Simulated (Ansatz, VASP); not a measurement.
# HPbNO4: VASP beside Ansatz

Contents of POSCAR:

```
HPbNO4
1.0
    4.1992300000      0.1111700000      0.1681700000
    1.9160000000      3.8913200000      0.1256800000
    1.7608500000      1.2525900000      6.3726600000
H Pb N O
1 1 1 4
Direct
    0.8914500000      0.6820200000      0.6279600000
    0.1442600000      0.9287200000      0.8835200000
    0.2567000000      0.2886100000      0.3017100000
    0.8310800000      0.6505600000      0.7840500000
    0.3869400000      0.2238000000      0.1129500000
    0.3110400000      0.0357600000      0.4585600000
    0.0772600000      0.6063300000      0.3227500000
```

INCAR.step1

```
SYSTEM = HPbNO4
PREC = Accurate
ENCUT = 520
EDIFF = 1E-5
ISMEAR = -1
SIGMA = 0.05
LREAL = .FALSE.
LASPH = .TRUE.
NELM = 60
ALGO = Normal
ISIF = 2
LWAVE = .TRUE.
LCHARG = .FALSE.
GGA = PE
NBANDS = 31
LUSENCCL = .FALSE.
```

Contents of INCAR.step2:

```
SYSTEM = HPbNO4
PREC = Accurate
ENCUT = 520
EDIFF = 1E-6
ISMEAR = -1
SIGMA = 0.05
LREAL = .FALSE.
LASPH = .TRUE.
NELM = 60
ALGO = Normal
ISIF = 2
LWAVE = .FALSE.
LCHARG = .FALSE.
METAGGA = R2SCAN
LHFCALC = .TRUE.
AEXX = 0.25
LMIXTAU = .TRUE.
PRECFOCK = Fast
ISTART = 1
NBANDS = 31
LUSENCCL = .FALSE.
```

File KPOINTS:

```
regular mesh
0
G
  3 3 2
  0 0 0
```

File input.yaml:

```yaml
crystal:
  lattice:
    - [4.19923, 0.11117, 0.16817]
    - [1.916, 3.89132, 0.12568]
    - [1.76085, 1.25259, 6.37266]
  atoms:
    - { symbol: H, position: [0.89145, 0.68202, 0.62796] }
    - { symbol: Pb, position: [0.14426, 0.92872, 0.88352] }
    - { symbol: "N", position: [0.2567, 0.28861, 0.30171] }
    - { symbol: O, position: [0.83108, 0.65056, 0.78405] }
    - { symbol: O, position: [0.38694, 0.2238, 0.11295] }
    - { symbol: O, position: [0.31104, 0.03576, 0.45856] }
    - { symbol: O, position: [0.07726, 0.60633, 0.32275] }
hamiltonian:
  xc: r2scan0
  pseudopotentials: { kind: paw }
kpoints:
  mp_grid: { grid: [3, 3, 2] }
scf:
  occupations: { method: fermi_dirac, width: 0.05 }
output:
  forces: true
  stress: true
  eigenvalues: true
```

Alike in both runs: task single point; functional r2SCAN0; k mesh 3 × 3 × 2; occupations fermi-dirac, width 0.05 eV; no spin polarisation.

```csv
,VASP,Ansatz
version,VASP 6.6.1,Ansatz 0.2.0
potentials or method,"VASP PAW PBE potentials, release 64 (H, Pb_d, N, O)",Ansatz PAW
plane-wave cutoff (eV),520,500
valence electrons in the cell,44,44
```

```csv
,VASP,Ansatz,Ansatz less VASP
gap on the k mesh at the Fermi level (eV),5.16,5.18,+0.014
least direct gap on the mesh (eV),5.16,5.18,+0.014
pressure (GPa),-5.3,-6.2,-0.91
"traceless stress, the component that is largest in VASP (GPa)",2.68,3.89,+1.210
rms of the force components (eV/Å),0.516,0.745,+0.2289
```

VASP's potentials were made for PBE, not for r2SCAN0. Atom by atom the forces differ by 0.233 eV/Å (rms over components). With one functional, cell and mesh, what is left measures potentials, basis and numerics.

The k mesh is coarse, so the values compare programs but aren't converged. Neither program's run includes spin-orbit coupling. Noted on VASP's run: the standard files for N, O and F lose accuracy on very short bonds. Noted on Ansatz's run: odd divisions of the mesh miss points on the zone boundary, where band edges often lie, so the gap on the mesh can be too wide.
